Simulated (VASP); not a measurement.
The system is ZnPt3.

```
Zn Pt
1.0
     3.89300    0.00000    0.00000
     0.00000    3.89300    0.00000
     0.00000    0.00000    3.89300
Zn Pt
1 3
Direct
  0.00000 0.00000 0.00000
  0.00000 0.50000 0.50000
  0.50000 0.00000 0.50000
  0.50000 0.50000 0.00000
```

```yaml
Program: VASP 6.6.1
Task: relaxation of volume and atoms at fixed shape
Functional: LDA
Potentials_or_basis: VASP PAW LDA potentials, release 64 (Zn, Pt)
Cutoff: 600 eV
k_mesh: 11 × 11 × 11
Occupations: gaussian, width 0.1 eV
Spin: no spin polarisation
```

At the start: pressure -7.9 GPa; volume 14.75 Å³/atom.

Problem. How do energy, volume and symmetry change on relaxing?

Solution. Over 3 steps the energy falls by 11.7 meV/atom and the volume is 14.30 Å³/atom (-3.1 %); space group Pm-3m (No. 221, to 0.1 Å) before and after.

The path:
| step | energy change (eV) | largest force (eV/Å) | pressure (GPa) | volume (Å³) |
| --- | --- | --- | --- | --- |
| 1 | 0.0000 | 0.0000 | -7.92 | 59.00 |
| 2 | 0.2434 | 0.0000 | 24.28 | 52.99 |
| 3 | -0.0470 | 0.0000 | -0.23 | 57.18 |

Final structure:
```
Zn Pt
1.0
     3.85263    0.00000    0.00000
     0.00000    3.85263    0.00000
     0.00000    0.00000    3.85263
Zn Pt
1 3
Direct
  0.00000 0.00000 0.00000
  0.00000 0.50000 0.50000
  0.50000 0.00000 0.50000
  0.50000 0.50000 0.00000
```
